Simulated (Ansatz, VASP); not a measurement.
Two plane-wave programs on KCl

```
K Cl
1.0
     0.00000    3.14485    3.14485
     3.14485    0.00000    3.14485
     3.14485    3.14485    0.00000
K Cl
1 1
Direct
  0.00000 0.00000 0.00000
  0.50000 0.50000 0.50000
```

Alike in both runs: task single point; functional r2SCAN; k mesh 8 × 8 × 8; no spin polarisation.

```csv
,VASP,Ansatz
version,VASP 6.6.1,Ansatz 0.2.0
potentials or method,"VASP PAW PBE potentials, release 64 (K_sv, Cl)","plane waves, PAW"
plane-wave cutoff (eV),520,500
occupations,"gaussian, width 0.01 eV",fixed
valence electrons in the cell,16,16
```

|  | VASP | Ansatz | Ansatz less VASP |
| --- | --- | --- | --- |
| gap on the k mesh at the Fermi level (eV) | 5.84 | 5.83 | -0.004 |
| pressure (GPa) | 0.0 | 0.0 | +0.03 |

VASP's potentials were made for PBE, not for r2SCAN.
